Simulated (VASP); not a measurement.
# K2S (Fm-3m) in VASP: settings compared

K2S is run at these levels: PBE, PBEsol; tasks: single point.

Everything below comes from runs of VASP 6.6.1. Logs are shortened: lines on timing, memory, paths and dates and some standing lists are left out, and cuts for length are marked.

### Step 1. The cell of the first run

Symmetry: Fm-3m, No. 225, cubic system. The conventional cell has a = 7.405 Å, b = 7.405 Å, c = 7.405 Å, α = 90.00°, β = 90.00°, γ = 90.00°. Within 4.2 Å of K (site symmetry -43m) lie 4 S at 3.21 Å and 6 K at 3.70 Å. Within 4.2 Å of S (site symmetry m-3m) lie 8 K at 3.21 Å.

### Step 2. Single point, PBE

Contents of INCAR:

```
PREC     = Accurate       # precision mode
ENCUT    = 500            # plane-wave cutoff, eV
EDIFF    = 1E-6           # SCF threshold, eV
ISMEAR   = 0              # smearing method
SIGMA    = 0.01           # smearing width, eV
LREAL    = F              # projectors in reciprocal space
LASPH    = T              # aspherical terms in the spheres
NELM     = 120            # most SCF steps
ALGO     = Normal         # electronic algorithm
ISIF     = 2              # what is computed and relaxed
LWAVE    = F              # write WAVECAR
LCHARG   = F              # write CHGCAR
GGA      = PE             # functional
NBANDS   = 19             # bands
GGA_COMPAT= F
```

Contents of KPOINTS:

```
regular mesh
0
Gamma
  4 4 4
```

Contents of POSCAR:

```
K2S
1.0
    0.0000000000      3.7027186978      3.7027186978
    3.7027186978      0.0000000000      3.7027186978
    3.7027186978      3.7027186978      0.0000000000
K S
2 1
Direct
    0.2500000000      0.2500000000      0.2500000000
    0.7500000000      0.7500000000      0.7500000000
    0.0000000000      0.0000000000      0.0000000000
```

Potentials or basis: VASP PAW PBE potentials, release 64 (K_sv, S).

The run is started by

```console
> cat potpaw_PBE.64/K_sv/POTCAR potpaw_PBE.64/S/POTCAR > POTCAR
> mpirun -np 1 vasp_std > vasp.out
```

OUTCAR:

```text
PREC = Accurate
   ENCUT = 500
   EDIFF = 1E-6
   ISMEAR = 0
   LREAL = F
   LASPH = T
   NELM = 120
   ISIF = 2
   GGA = PE

 ion  position               nearest neighbor table
   1  0.250  0.250  0.250-   3 3.21   3 3.21   3 3.21   3 3.21   2 3.70   2 3.70   2 3.70   2 3.70
                             2 3.70   2 3.70
   2  0.750  0.750  0.750-   3 3.21   3 3.21   3 3.21   3 3.21   1 3.70   1 3.70   1 3.70   1 3.70
                             1 3.70   1 3.70
   3  0.000  0.000  0.000-   2 3.21   2 3.21   2 3.21   1 3.21   2 3.21   1 3.21   1 3.21   1 3.21

  LATTYP: Found a face centered cubic cell.
 ALAT       =     7.4054373956

  Lattice vectors:

 A1 = (   0.0000000000,   3.7027186978,   3.7027186978)
 A2 = (   3.7027186978,   0.0000000000,   3.7027186978)
 A3 = (   3.7027186978,   3.7027186978,   0.0000000000)

Analysis of symmetry for initial positions (statically):
=====================================================================
 Subroutine PRICEL returns:
 Original cell was already a primitive cell.

 Routine SETGRP: Setting up the symmetry group for a
 face centered cubic supercell.

 Subroutine GETGRP returns: Found 48 space group operations
 (whereof 48 operations were pure point group operations)
 out of a pool of 48 trial point group operations.

The static configuration has the point symmetry O_h .

Analysis of symmetry for dynamics (positions and initial velocities):
=====================================================================
 Subroutine PRICEL returns:
 Original cell was already a primitive cell.

 Routine SETGRP: Setting up the symmetry group for a
 face centered cubic supercell.

 Subroutine GETGRP returns: Found 48 space group operations
 (whereof 48 operations were pure point group operations)
 out of a pool of 48 trial point group operations.

The dynamic configuration has the point symmetry O_h .

 Subroutine INISYM returns: Found 48 space group operations
 (whereof 48 operations are pure point group operations),
 and found     1 'primitive' translations

----------------------------------------------------------------------------------------

                                     Primitive cell

  volume of cell :     101.5295

  direct lattice vectors                    reciprocal lattice vectors
     0.000000000  3.702718698  3.702718698    -0.135035913  0.135035913  0.135035913
     3.702718698  0.000000000  3.702718698     0.135035913 -0.135035913  0.135035913
     3.702718698  3.702718698  0.000000000     0.135035913  0.135035913 -0.135035913

  length of vectors
     5.236435000  5.236435000  5.236435000     0.233889062  0.233889062  0.233889062

  position of ions in fractional coordinates (direct lattice)
     0.250000000  0.250000000  0.250000000
     0.750000000  0.750000000  0.750000000
     0.000000000  0.000000000  0.000000000

  ion indices of the primitive-cell ions
   primitive index   ion index
                 1           1
                 2           2
                 3           3

----------------------------------------------------------------------------------------

 KPOINTS: regular mesh

Automatic generation of k-mesh.
 Grid dimensions read from file:
 generate k-points for:    4    4    4

 Generating k-lattice:

  Cartesian coordinates                     Fractional coordinates (reciprocal lattice)
    -0.033758978  0.033758978  0.033758978     0.250000000  0.000000000  0.000000000
     0.033758978 -0.033758978  0.033758978     0.000000000  0.250000000  0.000000000
     0.033758978  0.033758978 -0.033758978     0.000000000  0.000000000  0.250000000

  Length of vectors
     0.058472266  0.058472266  0.058472266

  Shift w.r.t. Gamma in fractional coordinates (k-lattice)
     0.000000000  0.000000000  0.000000000

 Subroutine IBZKPT returns following result:
 ===========================================

 Found      8 irreducible k-points:

 Following reciprocal coordinates:
            Coordinates               Weight
  0.000000  0.000000  0.000000      1.000000
  0.250000  0.000000  0.000000      8.000000
  0.500000  0.000000  0.000000      4.000000
  0.250000  0.250000  0.000000      6.000000
  0.500000  0.250000  0.000000     24.000000
 -0.250000  0.250000  0.000000     12.000000
  0.500000  0.500000  0.000000      3.000000
 -0.250000  0.500000  0.250000      6.000000
   k-points           NKPTS =      8   k-points in BZ     NKDIM =      8   number of bands    NBANDS=     19
   number of dos      NEDOS =    301   number of ions     NIONS =      3
   total plane-waves  NPLWV =  64000
   dimension x,y,z NGX =    40 NGY =   40 NGZ =   40
   dimension x,y,z NGXF=    80 NGYF=   80 NGZF=   80
   ions per type =               2   1
   NGX,Y,Z   is equivalent  to a cutoff of  12.70, 12.70, 12.70 a.u.
   NGXF,Y,Z  is equivalent  to a cutoff of  25.40, 25.40, 25.40 a.u.
 SYSTEM =  unknown system
   PREC   = accura    normal or accurate (medium, high low for compatibility)
   ISTART =      0    job   : 0-new  1-cont  2-samecut
   ICHARG =      2    charge: 1-file 2-atom 10-const
   ISPIN  =      1    spin polarized calculation?
   LNONCOLLINEAR =      F non collinear calculations
   LSORBIT =      F    spin-orbit coupling
   LASPH  =      T    aspherical Exc in radial PAW
   ENCUT  =  500.0 eV  36.75 Ry    6.06 a.u.   9.55  9.55  9.55*2*pi/ulx,y,z
   NELM   =    120;   NELMIN=  2; NELMDL= -5     # of ELM steps
   EDIFF  = 0.1E-05   stopping-criterion for ELM
   LREAL  =      F    real-space projection
   EDIFFG = 0.1E-04   stopping-criterion for IOM
   NSW    =      0    number of steps for IOM
   IBRION =     -1    ionic relax: 0-MD 1-quasi-New 2-CG
   NFREE  =      0    steps in history (QN), initial steepest desc. (CG)
   ISIF   =      2    stress and relaxation
   ISYM   =      2    0-nonsym 1-usesym 2-fastsym
   POTIM  = 0.5000    time-step for ionic-motion
   TEBEG  =    0.0;   TEEND  =   0.0 temperature during run
   PSTRESS=    0.0 pullay stress
   NELECT =      24.0000    total number of electrons
   NUPDOWN=      -1.0000    fix difference up-down
   EMIN   =  10.00;   EMAX   =-10.00  energy-range for DOS
   EFERMI =   0.00;   METHOD = LEGACY
   ISMEAR =     0;   SIGMA  =   0.01  broadening in eV -4-tet -1-fermi 0-gaus
   EFERMI_NEDOS =   21; number of points for ismear=-14 and -15
   IALGO  =     38    algorithm
   IMIX   =      4    mixing-type and parameters
     AMIX     =   0.40;   BMIX     =  1.00
     AMIX_MAG =   1.60;   BMIX_MAG =  1.00
  volume/ion in A,a.u.               =      33.84       228.38
  Fermi-wavevector in a.u.,A,eV,Ry     =   1.012235  1.912846 13.940787  1.024619
  Thomas-Fermi vector in A             =   2.145332
   LORBIT       =      0    0 simple, 1 ext, 2 COOP (PROOUT), +10 PAW based schemes
   GGA     = PE    functional components
   LHFCALC =     F    Hartree Fock is set to
   AEXX    =    0.0000 exact exchange contribution
   IVDW    =     0    specifies the selected vdW correction
   LEPSILON=     F    determine dielectric tensor
   LRPA    =     F    only Hartree local field effects (RPA)
 non-spin polarized calculation
 Gauss-broadening in eV      SIGMA  =   0.01
  energy-cutoff  :      500.00
  volume of cell :      101.53
 maximum number of plane-waves:      2637
 NGX is ok and might be reduce to    40
   NGX = 19   NGY = 19   NGZ = 19

 number of electron      23.9999996 magnetization

 Free energy of the ion-electron system (eV)
  ---------------------------------------------------
  ext. energy  EPLUGINS =         0.00000000
  ---------------------------------------------------
  free energy    TOTEN  =        -9.41635202 eV

  energy without entropy =       -9.41635202  energy(sigma->0) =       -9.41635202

 E-fermi :  -0.2368     XC(G=0):  -7.3362

 val. band max:       -0.3476726926   @ k =   0.5000   0.5000   0.0000
 cond. band min:       2.0316165277   @ k =   0.0000   0.0000   0.0000
 fundamental gap:      2.3792892202
 Fermi energy:        -0.2367972048

 k-point     1 :       0.0000    0.0000    0.0000
  band No.  band energies     occupation
      1     -29.5683      2.00000
      2     -29.4862      2.00000
      3     -13.1622      2.00000
      4     -13.1622      2.00000
      5     -13.1622      2.00000
      6     -12.9249      2.00000
[... 11 lines left out ...]
     18       7.1238      0.00000
     19       8.0563      0.00000

 k-point     2 :       0.2500    0.0000    0.0000
  band No.  band energies     occupation
      1     -29.5558      2.00000
      2     -29.4977      2.00000
      3     -13.1513      2.00000
      4     -13.1315      2.00000
      5     -13.1315      2.00000
      6     -13.0067      2.00000
[... 11 lines left out ...]
     18       7.3395      0.00000
     19       7.3395      0.00000

 k-point     3 :       0.5000    0.0000    0.0000
  band No.  band energies     occupation
      1     -29.5263      2.00000
      2     -29.5262      2.00000
      3     -13.1522      2.00000
      4     -13.0709      2.00000
      5     -13.0564      2.00000
      6     -13.0564      2.00000
[... 11 lines left out ...]
     18       7.2548      0.00000
     19       7.3981      0.00000

 k-point     4 :       0.2500    0.2500    0.0000
  band No.  band energies     occupation
      1     -29.5539      2.00000
      2     -29.4992      2.00000
      3     -13.1931      2.00000
      4     -13.1931      2.00000
      5     -13.1550      2.00000
      6     -13.0122      2.00000
[... 11 lines left out ...]
     18       7.0783      0.00000
     19       7.2946      0.00000

 k-point     5 :       0.5000    0.2500    0.0000
  band No.  band energies     occupation
      1     -29.5357      2.00000
      2     -29.5164      2.00000
      3     -13.2850      2.00000
      4     -13.1844      2.00000
      5     -13.1723      2.00000
      6     -12.9466      2.00000
[... 11 lines left out ...]
     18       7.0407      0.00000
     19       7.7246      0.00000

 k-point     6 :      -0.2500    0.2500    0.0000
  band No.  band energies     occupation
      1     -29.5399      2.00000
      2     -29.5126      2.00000
      3     -13.2561      2.00000
      4     -13.1266      2.00000
      5     -13.0760      2.00000
      6     -13.0448      2.00000
[... 11 lines left out ...]
     18       6.8739      0.00000
     19       7.6841      0.00000

 k-point     7 :       0.5000    0.5000    0.0000
  band No.  band energies     occupation
      1     -29.5394      2.00000
      2     -29.5122      2.00000
      3     -13.3645      2.00000
      4     -13.2234      2.00000
      5     -13.2234      2.00000
      6     -12.8881      2.00000
[... 11 lines left out ...]
     18       7.2487      0.00000
     19       7.4115      0.00000

 k-point     8 :      -0.2500    0.5000    0.2500
  band No.  band energies     occupation
      1     -29.5258      2.00000
      2     -29.5258      2.00000
      3     -13.3393      2.00000
      4     -13.2503      2.00000
      5     -13.0593      2.00000
      6     -13.0593      2.00000
[... 11 lines left out ...]
     18       6.9452      0.00000
     19       7.4890      0.00000

------------------------ aborting loop because EDIFF is reached ----------------------------------------

  FORCE on cell =-STRESS in cart. coord.  units (eV):
  Direction    XX          YY          ZZ          XY          YZ          ZX
  --------------------------------------------------------------------------------------
  -------------------------------------------------------------------------------------
  Total        0.3032111      0.3032111      0.3032111     -0.0000000      0.0000000     -0.0000000
  in kB        4.7847972      4.7847972      4.7847972     -0.0000000      0.0000000     -0.0000000
  external PRESSURE =       4.7847972 kB  Pullay stress =       0.0000000 kB

 VOLUME and BASIS-vectors are now :
 -----------------------------------------------------------------------------
  energy-cutoff  :      500.00
  volume of cell :      101.53
      direct lattice vectors                 reciprocal lattice vectors
     0.000000000  3.702718698  3.702718698    -0.135035913  0.135035913  0.135035913
     3.702718698  0.000000000  3.702718698     0.135035913 -0.135035913  0.135035913
     3.702718698  3.702718698  0.000000000     0.135035913  0.135035913 -0.135035913

 POSITION                                       TOTAL-FORCE (eV/Angst)
 -----------------------------------------------------------------------------------
      1.85136      1.85136      1.85136         0.000000      0.000000      0.000000
      5.55408      5.55408      5.55408        -0.000000     -0.000000     -0.000000
      0.00000      0.00000      0.00000        -0.000000      0.000000     -0.000000
 -----------------------------------------------------------------------------------
    total drift:                               -0.000000     -0.000000      0.000000

  FREE ENERGIE OF THE ION-ELECTRON SYSTEM (eV)
  ---------------------------------------------------
  free  energy   TOTEN  =        -9.4163520220 eV

  energy  without entropy=       -9.4163520220  energy(sigma->0) =       -9.41635202
```

Wall time 35 s (1 thread of Intel Xeon 8259CL, shared host); peak memory 0.23 GiB.

Results:

| Item | Value |
| --- | --- |
| Free energy | -9.4164 eV |
| Pressure | 0.5 GPa |
| Band gap on the k mesh | 2.38 eV, indirect (least direct gap 2.57 eV) |

Levels at points of the mesh, in eV from the valence-band top:
| k point | band 10 | band 11 | band 12 | band 13 | band 14 | band 15 |
| --- | --- | --- | --- | --- | --- | --- |
| (0.00, 0.00, 0.00) | -0.19 | -0.19 | -0.19 | 2.38 | 5.46 | 5.46 |
| (0.50, 0.00, 0.00) | -0.62 | -0.07 | -0.07 | 4.72 | 5.02 | 5.82 |
| (0.50, 0.50, 0.00) | -0.74 | 0.00 | 0.00 | 3.51 | 5.29 | 6.59 |

[end of part 1 of 2]
